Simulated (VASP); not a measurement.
**Sr3Ag: single point with PBE**

Crystal: Sr3Ag.

```
CELL_PARAMETERS angstrom
5.66812 0.00000 0.00000
0.00000 5.66812 0.00000
0.00000 0.00000 5.66812
ATOMIC_POSITIONS crystal
Sr 0.00000 0.50000 0.50000
Sr 0.50000 0.00000 0.50000
Sr 0.50000 0.50000 0.00000
Ag 0.00000 0.00000 0.00000
```

```
Program             : VASP 6.6.1
Task                : single point
Functional          : PBE
Potentials or basis : VASP PAW PBE potentials, release 64 (Sr_sv, Ag)
Cutoff              : 520 eV
k mesh              : 4 × 4 × 4
Occupations         : methfessel-paxton, width 0.1 eV
Spin                : no spin polarisation
```

* Pressure: -1.3 GPa
* Band gap on the k mesh: zero (an odd number of electrons rules out a gap without spin polarisation)

Levels at points of the mesh, in eV from the Fermi level:
| k point | band 17 | band 18 | band 19 | band 20 | band 21 | band 22 | band 23 | band 24 |
| --- | --- | --- | --- | --- | --- | --- | --- | --- |
| (0.00, 0.00, 0.00) | -3.97 | -3.97 | -1.34 | 0.33 | 0.33 | 0.80 | 0.80 | 0.80 |
| (0.50, 0.00, 0.00) | -3.95 | -2.83 | -2.51 | -0.19 | 0.52 | 0.52 | 1.02 | 1.31 |
| (0.50, 0.50, 0.00) | -3.90 | -2.17 | -1.35 | -1.35 | -0.98 | 0.59 | 0.90 | 1.24 |
| (0.50, 0.50, 0.50) | -3.91 | -2.19 | -0.59 | -0.59 | -0.59 | 0.18 | 0.18 | 0.18 |

It took 45 s on 1 thread of Intel(R) Xeon(R) Platinum 8375C CPU @ 2.90GHz (Ice Lake), with other jobs on the host, peak memory 0.27 GiB.
